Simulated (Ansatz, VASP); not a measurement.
HRh8 in VASP and in Ansatz

INCAR

```
PREC     = Accurate       # precision mode
ENCUT    = 520            # plane-wave cutoff, eV
EDIFF    = 1E-6           # SCF threshold, eV
ISMEAR   = 0              # smearing method
SIGMA    = 0.1            # smearing width, eV
LREAL    = F              # projectors in reciprocal space
LASPH    = T              # aspherical terms in the spheres
NELM     = 100            # most SCF steps
ALGO     = Normal         # electronic algorithm
ISIF     = 2              # what is computed and relaxed
LWAVE    = F              # write WAVECAR
LCHARG   = T              # write CHGCAR
LDIPOL   = T            
IDIPOL   = 3            
DIPOL    = 0.5 0.5 0.310
GGA      = PE             # functional
IVDW     = 12             # dispersion correction
LELF     = T              # ELF
LVHAR    = T            
LVACPOTAV= T            
NBANDS   = 70             # bands
```

Contents of KPOINTS:

```
regular mesh
0
Gamma
  5 7 1
```

File POSCAR:

```
HRh8
1.0
    5.3650160441      0.0000000000      0.0000000000
    0.0000000000      3.7936392259      0.0000000000
    0.0000000000      0.0000000000     21.2400770646
Rh H
8 1
Direct
    0.2500000000      0.5000000000      0.1883232338
    0.7500000000      0.5000000000      0.1883232338
    0.0000000000      0.0000000000      0.2514705570
    0.5000000000      0.0000000000      0.2514705570
    0.2500000000      0.5000000000      0.3153506346
    0.7500000000      0.5000000000      0.3153506346
    0.0000000000      0.0000000000      0.3738252475
    0.5000000000      0.0000000000      0.3738252475
    0.0833333333      0.0000000000      0.5291919154
```

Input for Ansatz:

```yaml
crystal:
  lattice:
    - [5.3650160441, 0.0, 0.0]
    - [0.0, 3.7936392259, 0.0]
    - [0.0, 0.0, 21.2400770646]
  atoms:
    - { symbol: Rh, position: [0.25, 0.5, 0.1883232338] }
    - { symbol: Rh, position: [0.75, 0.5, 0.1883232338] }
    - { symbol: Rh, position: [0.0, 0.0, 0.251470557] }
    - { symbol: Rh, position: [0.5, 0.0, 0.251470557] }
    - { symbol: Rh, position: [0.25, 0.5, 0.3153506346] }
    - { symbol: Rh, position: [0.75, 0.5, 0.3153506346] }
    - { symbol: Rh, position: [0.0, 0.0, 0.3738252475] }
    - { symbol: Rh, position: [0.5, 0.0, 0.3738252475] }
    - { symbol: H, position: [0.0833333333, 0.0, 0.5291919154] }
basis:
  ecutwfc: 420
kpoints:
  mp_grid: { grid: [5, 7, 1] }
hamiltonian:
  xc: pbe
  pseudopotentials: { kind: paw, azcp: { folder: soft_1 } }
  dispersion: d3bj
scf:
  occupations: { method: gaussian, width: 0.1 }
output:
  forces: true
  eigenvalues: true
efield:
  axis: 3
  dipole_correction: true
  ramp_width: 0.04
```

Alike in both runs: task single point; functional PBE; dispersion D3(BJ); k mesh 5 × 7 × 1; occupations gaussian, width 0.1 eV; no spin polarisation.

|  | VASP | Ansatz |
| --- | --- | --- |
| version | VASP 6.6.1 | Ansatz 0.2.0 |
| potentials or method | VASP PAW PBE potentials, release 64 (Rh_pv, H), cutoff 520 eV | scalar-relativistic, plane waves, PAW |
| valence electrons in the cell | 121 | 137 |

```tsv
	VASP	Ansatz	Ansatz less VASP
gap on the k mesh at the Fermi level (eV)	none	none	-
rms of the force components (eV/Å)	0.309	0.308	-0.0011
work function, face that differs most (eV)	4.58	4.58	+0.002
```

Atom by atom the forces differ by 0.002 eV/Å (rms over components). A gap of «none» marks a metal or a gap that the smearing closes. VASP's potentials hold 121 valence electrons a cell and Ansatz's 137, so a difference there can come from the potentials and not from the codes.
